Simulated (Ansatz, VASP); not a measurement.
# Two plane-wave programs on H

File INCAR:

```
PREC     = Accurate       # precision mode
ENCUT    = 520            # plane-wave cutoff, eV
EDIFF    = 1E-6           # SCF threshold, eV
ISMEAR   = 0              # smearing method
SIGMA    = 0.05           # smearing width, eV
LREAL    = F              # projectors in reciprocal space
LASPH    = T              # aspherical terms in the spheres
NELM     = 80             # most SCF steps
ALGO     = Normal         # electronic algorithm
ISIF     = 2              # what is computed and relaxed
LWAVE    = F              # write WAVECAR
LCHARG   = F              # write CHGCAR
GGA      = CA             # functional
NBANDS   = 6              # bands
```

Contents of KPOINTS:

```
regular mesh
0
Gamma
  10 10 26
```

File POSCAR:

```
H
1.0
    2.5833977704      0.0000000000      0.0000000000
    0.0000000000      2.5833977704      0.0000000000
    0.0000000000      0.0000000000      0.9314682740
H
1
Direct
    0.0000000000      0.0000000000      0.5000000000
```

Input for Ansatz:

```yaml
crystal:
  lattice:
    - [2.5833977704, 0.0, 0.0]
    - [0.0, 2.5833977704, 0.0]
    - [0.0, 0.0, 0.931468274]
  atoms:
    - { symbol: H, position: [0.0, 0.0, 0.5] }
basis:
  ecutwfc: 420
kpoints:
  mp_grid: { grid: [10, 10, 26] }
hamiltonian:
  xc: lda
scf:
  occupations: { method: gaussian, width: 0.05 }
output:
  forces: true
  stress: true
  eigenvalues: true
```

Change from the starting cell: strain -0.025 along x and y, -0.050 along z, atoms carried along.

Alike in both runs: task single point; functional LDA; k mesh 10 × 10 × 26; occupations gaussian, width 0.05 eV; no spin polarisation.

|  | VASP | Ansatz |
| --- | --- | --- |
| version | VASP 6.6.1 | Ansatz 0.2.0 |
| potentials or method | VASP PAW LDA potentials, release 64 (H), cutoff 520 eV | scalar-relativistic, plane waves, PAW |
| valence electrons in the cell | 1 | 1 |

Ansatz gave:

| Item | Value |
| --- | --- |
| gap on the k mesh at the Fermi level (eV) | none |
| pressure (GPa) | 8.3 |
| traceless stress, the component that is largest in VASP (GPa) | 15.64 |

Task: Estimate VASP's values.

Result: gap on the k mesh at the Fermi level (eV): none; pressure (GPa): 8.2; traceless stress, the component that is largest in VASP (GPa): 16.02.

LDA's correlation is that of Perdew and Zunger in VASP and of Perdew and Wang (1992) in Ansatz. A gap of «none» marks a metal or a gap that the smearing closes.
